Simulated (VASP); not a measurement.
Set up this calculation in VASP 6.6.1, as the native input.

```yaml
Task: single point
Functional: r2SCAN
Potentials_or_basis: VASP PAW PBE potentials, release 64 (Cu)
Cutoff: 520 eV
k_mesh: 14 × 14 × 8
Occupations: gaussian, width 0.15 eV
Spin: no spin polarisation
Dipole_correction: no
Further_INCAR_settings: ALGO = Normal; EDIFF = 1e-06; NBANDS = 18
```

Crystal: Cu.

```xyz
2
Lattice="1.4477 -1.4477 -1.3693 1.4477 1.4477 -1.3693 2.8954 0.0000 2.7386" Properties=species:S:1:pos:R:3 pbc="T T T"
Cu   -0.0018    0.0000    0.0017
Cu    2.8972    0.0000   -0.0017
```

These files were run (other wordings do the same):

POSCAR

```
Cu
1.0
    1.4476911073     -1.4476911073     -1.3693140256
    1.4476911073      1.4476911073     -1.3693140256
    2.8953822146      0.0000000000      2.7386280511
Cu
2
Direct
   -0.0006163679     -0.0006205248     -0.0000005435
    0.5006163679      0.5006205248      0.5000005435
```

INCAR.step1

```
SYSTEM = Cu
ALGO = Normal
EDIFF = 1E-4
ENCUT = 520
GGA = PE
ISMEAR = 0
LASPH = .True.
LCHARG = .False.
LREAL = .False.
LWAVE = .True.
NBANDS = 18
NELM = 60
PREC = Accurate
SIGMA = 0.15
```

INCAR.step2

```
SYSTEM = Cu
ALGO = Normal
EDIFF = 1E-6
ENCUT = 520
ISIF = 2
ISMEAR = 0
ISTART = 1
LASPH = .True.
LCHARG = .True.
LELF = .True.
LMIXTAU = .True.
LREAL = .False.
LVHAR = .True.
LWAVE = .False.
METAGGA = R2SCAN
NBANDS = 18
NELM = 60
PREC = Accurate
SIGMA = 0.15
```

KPOINTS

```
k-points
0
Gamma
  14 14 8
  0 0 0
```

Potentials or basis: VASP PAW PBE potentials, release 64 (Cu).

Run with:

```bash
$ cat potpaw_PBE.64/Cu/POTCAR > POTCAR
$ cp INCAR.step1 INCAR
$ mpirun -np 1 vasp_std > vasp.out
$ cp INCAR.step2 INCAR
$ mpirun -np 1 vasp_std > vasp.out
```

It gave:

```yaml
Pressure: 0.9 GPa
Band_gap_on_the_k_mesh: zero (bands 11 and 12 overlap by 6.55 eV)
```

Caveat: the PAW data sets were made with another functional, which shifts forces and pressure a little.

Wall time 3.1 min on 1 thread of Intel(R) Xeon(R) 6975P-C (Granite Rapids), with other jobs on the host, peak memory 0.25 GiB.
